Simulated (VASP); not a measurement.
## CsIrO3: single point with LDA

Crystal: CsIrO3.

```
Cs Ir O
1.0
     3.97566    0.00000    0.00000
     0.00000    3.97566    0.00000
     0.00000    0.00000    3.97566
Cs Ir O
1 1 3
Direct
  0.00000 0.00000 0.00000
  0.50000 0.50000 0.50000
  0.50000 0.50000 0.00000
  0.00000 0.50000 0.50000
  0.50000 0.00000 0.50000
```

```
Program                : VASP 6.6.1
Task                   : single point
Functional             : LDA
Potentials or basis    : VASP PAW LDA potentials, release 64 (Cs_sv, Ir_sv_GW, O)
Cutoff                 : 700 eV
k mesh                 : 11 × 11 × 11
Occupations            : fermi-dirac, width 0.02 eV
Spin                   : collinear spin
Starting moments       : [0.0, 0.5, 0.0, 0.0, 0.0] μB
Dipole correction      : no
Further INCAR settings : ALGO = Normal; EDIFF = 1e-06; NBANDS = 34
```

* Pressure: 0.8 GPa
* Net moment: 0.12 μB per cell
* Site moments: Cs +0.00; Ir +0.06; O +0.02 μB
* Valence electrons inside the program's atomic spheres: Cs 6.67; Ir 15.78; O 4.96

Levels at points of the mesh, in eV from the Fermi level:
Spin up:
```tsv
k point	band 20	band 21	band 22	band 23	band 24	band 25	band 26	band 27
(0.00, 0.00, 0.00)	-2.77	-1.35	-1.35	-1.35	-0.57	-0.57	5.63	5.63
```
Spin down:
```tsv
k point	band 20	band 21	band 22	band 23	band 24	band 25
(0.00, 0.00, 0.00)	-2.73	-1.32	-1.32	-1.32	-0.54	-0.54
```

It took 4.1 min on 1 thread of Intel(R) Xeon(R) Platinum 8259CL CPU @ 2.50GHz (Skylake/Cascade Lake) (shared host), peak memory 0.39 GiB.

Caveat: spin-orbit coupling is left out, which moves the levels of the heavy elements.
